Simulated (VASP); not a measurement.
Set up this calculation in VASP 6.6.1, as the native input.

- Task: single point
- Functional: r2SCAN
- Potentials or basis: VASP PAW PBE potentials, release 64 (B, N)
- Cutoff: 520 eV
- k mesh: 12 × 12 × 6
- Occupations: gaussian, width 0.01 eV
- Spin: no spin polarisation
- Dipole correction: no
- Further INCAR settings: ALGO = Normal; EDIFF = 1e-06; NBANDS = 16

Crystal: BN.

```
B N
1.0
     2.49307    0.00000    0.00000
    -1.24654    2.15906    0.00000
     0.00000    0.00000    4.12366
B N
2 2
Cartesian
  0.0000 1.4394 0.0017
  1.2465 0.7197 2.0636
  0.0000 1.4394 1.5446
  1.2465 0.7197 3.6065
```

This cell differs from its parent crystal: strain -2.0%.

The input as run:

POSCAR

```
BN
1.0
    2.4930709996      0.0000000000      0.0000000000
   -1.2465354998      2.1590628191      0.0000000000
    0.0000000000      0.0000000000      4.1236590347
B N
2 2
Direct
    0.3333333333      0.6666666667      0.0004218835
    0.6666666667      0.3333333333      0.5004218835
    0.3333333333      0.6666666667      0.3745781165
    0.6666666667      0.3333333333      0.8745781165
```

INCAR.step1

```
SYSTEM = BN
PREC     = Accurate       ! precision mode
ENCUT    = 520            ! plane-wave cutoff, eV
ISMEAR   = 0              ! smearing method
SIGMA    = 0.01           ! smearing width, eV
LREAL    = .False.        ! projectors in reciprocal space
LASPH    = .True.         ! aspherical terms in the spheres
NELM     = 80             ! most SCF steps
NBANDS   = 16             ! bands
GGA      = PE             ! functional
ALGO     = Normal         ! electronic algorithm
EDIFF    = 1E-4           ! SCF threshold, eV
LWAVE    = .True.         ! write WAVECAR
LCHARG   = .False.        ! write CHGCAR
```

INCAR.step2

```
SYSTEM = BN
PREC     = Accurate       ! precision mode
ENCUT    = 520            ! plane-wave cutoff, eV
EDIFF    = 1E-6           ! SCF threshold, eV
ISMEAR   = 0              ! smearing method
SIGMA    = 0.01           ! smearing width, eV
LREAL    = .False.        ! projectors in reciprocal space
LASPH    = .True.         ! aspherical terms in the spheres
NELM     = 80             ! most SCF steps
ALGO     = Normal         ! electronic algorithm
ISIF     = 2              ! what is computed and relaxed
LWAVE    = .False.        ! write WAVECAR
LCHARG   = .True.         ! write CHGCAR
METAGGA  = R2SCAN         ! meta-GGA
LMIXTAU  = .True.       
LELF     = .True.         ! ELF
LVHAR    = .True.       
NBANDS   = 16             ! bands
ISTART   = 1
```

KPOINTS

```
regular mesh
0
Gamma
  12 12 6
  0 0 0
```

Potentials or basis: VASP PAW PBE potentials, release 64 (B, N).

Launch:

```console
$ cat potpaw_PBE.64/B/POTCAR potpaw_PBE.64/N/POTCAR > POTCAR
$ cp INCAR.step1 INCAR
$ mpirun -np 1 vasp_std > vasp.out
$ cp INCAR.step2 INCAR
$ mpirun -np 1 vasp_std > vasp.out
```

Results of the run:

```
Pressure               : 27.9 GPa
Largest force          : 0.003 eV/Å
Band gap on the k mesh : 5.59 eV (least direct gap 9.27 eV)
```

Caveat: the cell differs from its parent crystal (strain -2.0%); the cell stands under pressure; the PAW data sets were made with another functional, which shifts forces and pressure a little.

It took 2.2 min on 1 thread of AMD EPYC 7R13, on a shared host, peak memory 0.12 GiB.
